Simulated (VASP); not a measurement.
Set up this calculation in VASP 6.6.1, as the native input.

```yaml
Task: single point
Functional: PBE
Potentials_or_basis: VASP PAW PBE potentials, release 64 (Y_sv, Al)
Cutoff: 520 eV
k_mesh: 4 × 4 × 1
Occupations: gaussian, width 0.1 eV
Spin: no spin polarisation
Dipole_correction: yes
Further_INCAR_settings: ALGO = Normal; EDIFF = 1e-06; NBANDS = 18
```

The structure of YAl3 lies in POSCAR:

```
YAl3
1.0
    4.0547526304      0.0000000000      0.0000000000
    0.0000000000      4.0547526304      0.0000000000
    0.0000000000      0.0000000000     28.0400305200
Y Al
1 3
Direct
    0.0000000000      0.0000000000      0.2546947604
    0.5000000000      0.5000000000      0.2762163442
    0.5000000000      0.0000000000      0.3408205353
    0.0000000000      0.5000000000      0.3408205353
```

One way to write it, as run:

INCAR

```
ALGO = Normal ; DIPOL = 0.5 0.5 0.303
EDIFF = 1E-6 ; ENCUT = 520
GGA = PE ; IDIPOL = 3
ISIF = 2 ; ISMEAR = 0
LASPH = True ; LCHARG = False
LDIPOL = True ; LREAL = False
LWAVE = False ; NBANDS = 18
NELM = 80 ; PREC = Accurate
SIGMA = 0.1
```

KPOINTS

```
k-points
0
Gamma
  4 4 1
```

Potentials or basis: VASP PAW PBE potentials, release 64 (Y_sv, Al).

The run is started by

```console
$ cat potpaw_PBE.64/Y_sv/POTCAR potpaw_PBE.64/Al/POTCAR > POTCAR
$ mpirun -np 1 vasp_std > vasp.out
```

Results of the run:

The largest force is 0.004 eV/Å and the band gap on the k mesh is zero (band 10 reaches -2.00 eV, above the bottom of band 11 at -2.06 eV).

Caveat: the k points lie up to 0.39 Å⁻¹ apart.

Run time: 91 s on 1 thread of Intel(R) Xeon(R) Platinum 8488C (Sapphire Rapids) (shared host), peak memory 0.46 GiB.
